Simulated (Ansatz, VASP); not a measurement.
# Cs2Rb: VASP beside Ansatz

INCAR

```
SYSTEM = Cs2Rb
ALGO = Normal
EDIFF = 1E-6
ENCUT = 520
GGA = PE
ISIF = 2
ISMEAR = 0
LASPH = .TRUE.
LCHARG = .FALSE.
LREAL = .FALSE.
LWAVE = .FALSE.
NBANDS = 36
NELM = 100
PREC = Accurate
SIGMA = 0.1
```

File KPOINTS:

```
k-points
0
G
  6 6 1
  0 0 0
```

POSCAR

```
Cs2Rb
1.0
    4.5815657700      0.0000000000      0.0000000000
   -2.2907828900      3.9677523500      0.0000000000
    0.0000000000      0.0000000000     22.4450907300
Cs Rb
4 2
Direct
    0.3333333300      0.6666666700      0.7500000000
    0.3333333300      0.6666666700      0.0833333300
    0.6666666700      0.3333333300      0.9166666700
    0.6666666700      0.3333333300      0.2500000000
    0.3333333300      0.6666666700      0.4166666700
    0.6666666700      0.3333333300      0.5833333300
```

Input for Ansatz:

```yaml
crystal:
  lattice:
    - [4.58156577, 0.0, 0.0]
    - [-2.29078289, 3.96775235, 0.0]
    - [0.0, 0.0, 22.44509073]
  atoms:
    - { symbol: Cs, position: [0.33333333, 0.66666667, 0.75] }
    - { symbol: Cs, position: [0.33333333, 0.66666667, 0.08333333] }
    - { symbol: Cs, position: [0.66666667, 0.33333333, 0.91666667] }
    - { symbol: Cs, position: [0.66666667, 0.33333333, 0.25] }
    - { symbol: Rb, position: [0.33333333, 0.66666667, 0.41666667] }
    - { symbol: Rb, position: [0.66666667, 0.33333333, 0.58333333] }
basis:
  ecutwfc: 420
kpoints:
  mp_grid: { grid: [6, 6, 1] }
hamiltonian:
  xc: pbe
scf:
  occupations: { method: gaussian, width: 0.1 }
  lower_state_search: "off"
output:
  forces: true
  stress: true
  eigenvalues: true
```

Alike in both runs: task single point; functional PBE; k mesh 6 × 6 × 1; occupations gaussian, width 0.1 eV; no spin polarisation.

|  | VASP | Ansatz |
| --- | --- | --- |
| version | VASP 6.6.1 | Ansatz 0.2.0 |
| potentials or method | VASP PAW PBE potentials, release 64 (Cs_sv, Rb_sv), cutoff 520 eV | scalar-relativistic, plane waves, PAW |
| valence electrons in the cell | 54 | 54 |

```tsv
	VASP	Ansatz	Ansatz less VASP
gap on the k mesh at the Fermi level (eV)	none	none	-
pressure (GPa)	2.0	2.0	+0.01
traceless stress, the component that is largest in VASP (GPa)	-0.06	-0.06	+0.001
rms of the force components (eV/Å)	0.035	0.035	0.0000
```

Atom by atom the forces differ by 0.000 eV/Å (rms over components). A gap of «none» marks a metal or a gap that the smearing closes.

Spin-orbit coupling is off throughout.
